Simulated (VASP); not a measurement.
Runs of VASP 6.6.1 on MoS2. The structure is that of space group P6_3/mmc (No. 194), or close to it. The cells are those of the table. 

| cell | gap on the mesh (eV) | pressure (GPa) | largest force (eV/Å) |
| --- | --- | --- | --- |
| a = 3.275, b = 3.275, c = 12.749 Å, angles 90.0, 90.0, 120.0°, 6 atoms | 0.92 | -15.4 | 1.88 |
| a = 3.244, b = 3.244, c = 12.967 Å, angles 90.0, 90.0, 120.0°, 6 atoms | 0.99 | -15.4 | 2.12 |
| a = 3.212, b = 3.212, c = 13.184 Å, angles 90.0, 90.0, 120.0°, 6 atoms | 1.04 | -15.4 | 2.35 |
| a = 3.275, b = 3.275, c = 12.967 Å, angles 90.0, 90.0, 120.0°, 6 atoms | 0.97 | -16.9 | (b) |
| a = 3.307, b = 3.307, c = 12.531 Å, angles 90.0, 90.0, 120.0°, 6 atoms | 0.86 | -15.4 | (a) |
| a = 3.244, b = 3.244, c = 13.184 Å, angles 90.0, 90.0, 120.0°, 6 atoms | 1.04 | -16.8 | 2.45 |
| a = 3.307, b = 3.307, c = 13.184 Å, angles 90.0, 90.0, 120.0°, 6 atoms | 0.99 | -19.3 | 2.61 |

Alike in all rows: task single point; level PBE+D3(BJ); potentials or basis VASP PAW PBE potentials, release 64 (Mo_sv, S); no spin polarisation; k mesh 12 × 12 × 4; cutoff (eV) 520; smearing gaussian 0.05 eV.

Fill in the values left out.

(a) 1.63; (b) 2.22.

Caveats: forces of over 1 eV/Å act on the atoms, so gaps and moduli don't describe the material at rest.

A k mesh can miss the band edges, and the runs leave out spin-orbit coupling on Mo.
